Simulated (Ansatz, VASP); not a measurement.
# Ca: VASP beside Ansatz

The input INCAR:

```
SYSTEM = Ca
PREC     = Accurate       ! precision mode
ENCUT    = 520            ! plane-wave cutoff, eV
EDIFF    = 1E-6           ! SCF threshold, eV
ISMEAR   = 0              ! smearing method
SIGMA    = 0.15           ! smearing width, eV
LREAL    = .FALSE.        ! projectors in reciprocal space
LASPH    = .TRUE.         ! aspherical terms in the spheres
NELM     = 80             ! most SCF steps
ALGO     = Normal         ! electronic algorithm
ISIF     = 2              ! what is computed and relaxed
LWAVE    = .FALSE.        ! write WAVECAR
LCHARG   = .FALSE.        ! write CHGCAR
GGA      = PS             ! functional
NBANDS   = 11             ! bands
```

KPOINTS

```
Automatic mesh
0
G
  14 14 14
  0 0 0
```

The input POSCAR:

```
Ca
1.0
    0.0000000000      3.0177360000      2.6824320000
    3.0177360000      0.0000000000      2.6824320000
    3.0177360000      3.0177360000      0.0000000000
Ca
1
Direct
    0.0000000000      0.0000000000      0.0000000000
```

Input for Ansatz:

```yaml
crystal:
  lattice:
    - [0.0, 3.017736, 2.682432]
    - [3.017736, 0.0, 2.682432]
    - [3.017736, 3.017736, 0.0]
  atoms:
    - { symbol: Ca, position: [0.0, 0.0, 0.0] }
basis:
  ecutwfc: 420
kpoints:
  mp_grid: { grid: [14, 14, 14] }
hamiltonian:
  xc: pbesol
scf:
  occupations: { method: gaussian, width: 0.15 }
output:
  forces: true
  stress: true
  eigenvalues: true
  write_density: true
  write_potential: true
  elf: true
  volumetric_format: npy
```

Change from the starting cell: strain +0.080 along x and y, -0.040 along z, atoms carried along.

Alike in both runs: task single point; functional PBEsol; k mesh 14 × 14 × 14; occupations gaussian, width 0.15 eV; no spin polarisation.

```csv
,VASP,Ansatz
version,VASP 6.6.1,Ansatz 0.2.0
potentials or method,"VASP PAW PBE potentials, release 64 (Ca_sv), cutoff 520 eV","scalar-relativistic, plane waves, PAW"
valence electrons in the cell,10,10
```

```csv
,VASP,Ansatz,Ansatz less VASP
gap on the k mesh at the Fermi level (eV),none,none,-
pressure (GPa),-2.5,-2.5,+0.01
"traceless stress, the component that is largest in VASP (GPa)",0.23,0.23,0.000
```

VASP's potentials were made for PBE, not for PBEsol. A gap of «none» marks a metal or a gap that the smearing closes. With one functional, cell and mesh, what is left measures potentials, basis and numerics.
